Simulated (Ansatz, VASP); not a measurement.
# Li6Tl2B: VASP beside Ansatz

The input INCAR:

```
PREC = Accurate
ENCUT = 600
EDIFF = 1E-7
ISMEAR = 0
SIGMA = 0.1
LREAL = F
LASPH = T
NELM = 100
ALGO = Normal
ISIF = 3
LWAVE = F
LCHARG = F
GGA = PE
IBRION = 2
NSW = 100
EDIFFG = -0.01
```

File KPOINTS:

```
regular mesh
0
Gamma
  8 8 8
```

File POSCAR:

```
Li6Tl2B
1.0
    0.0000000000      4.2938366047      4.2938366047
    4.2938366047      0.0000000000      4.2938366047
    4.2938366047      4.2938366047      0.0000000000
Li Tl B
6 2 1
Direct
    0.7455452412      0.2544547588      0.2544547588
    0.2544547588      0.7455452412      0.2544547588
    0.2544547588      0.7455452412      0.7455452412
    0.7455452412      0.2544547588      0.7455452412
    0.2544547588      0.2544547588      0.7455452412
    0.7455452412      0.7455452412      0.2544547588
    0.2500000000      0.2500000000      0.2500000000
    0.7500000000      0.7500000000      0.7500000000
    0.0000000000      0.0000000000      0.0000000000
```

Input for Ansatz:

```yaml
crystal:
  lattice:
    - [0.0, 4.2938366047, 4.2938366047]
    - [4.2938366047, 0.0, 4.2938366047]
    - [4.2938366047, 4.2938366047, 0.0]
  atoms:
    - { symbol: Li, position: [0.7455452412, 0.2544547588, 0.2544547588] }
    - { symbol: Li, position: [0.2544547588, 0.7455452412, 0.2544547588] }
    - { symbol: Li, position: [0.2544547588, 0.7455452412, 0.7455452412] }
    - { symbol: Li, position: [0.7455452412, 0.2544547588, 0.7455452412] }
    - { symbol: Li, position: [0.2544547588, 0.2544547588, 0.7455452412] }
    - { symbol: Li, position: [0.7455452412, 0.7455452412, 0.2544547588] }
    - { symbol: Tl, position: [0.25, 0.25, 0.25] }
    - { symbol: Tl, position: [0.75, 0.75, 0.75] }
    - { symbol: B, position: [0.0, 0.0, 0.0] }
basis:
  ecutwfc: 420
kpoints:
  mp_grid: { grid: [8, 8, 8] }
hamiltonian:
  xc: pbe
scf:
  occupations: { method: gaussian, width: 0.1 }
output:
  forces: true
  stress: true
  eigenvalues: true
  write_density: true
  write_potential: true
  elf: true
  volumetric_format: npy
relax:
  adjacent_minimum: "off"
  f_tol: 0.01
  max_steps: 80
  cell: { stress_tol: 0.05 }
```

Change from the starting cell: species swapped into the Tl2TeCl6 type (Fm-3m, No. 225).

Alike in both runs: task relaxation of cell and atoms; functional PBE; k mesh 8 × 8 × 8; occupations gaussian, width 0.1 eV; no spin polarisation.

```csv
,VASP,Ansatz
version,VASP 6.6.1,Ansatz 0.2.0
potentials or method,"VASP PAW PBE potentials, release 64 (Li_sv, Tl_d, B), cutoff 600 eV","scalar-relativistic, plane waves, PAW"
valence electrons in the cell,47,47
```

```tsv
	VASP	Ansatz	Ansatz less VASP
gap on the k mesh at the Fermi level, each at its own relaxed structure (eV)	none	none	-
relaxed volume (Å³/atom)	17.50	17.64	+0.135
relaxed cell length with the largest relative difference (Å)	6.062	6.078	+0.0156
```

A gap of «none» marks a metal or a gap that the smearing closes.

Spin-orbit coupling is off throughout. Noted on VASP's run: the cutoff is short for stress, so the pressure is rough.
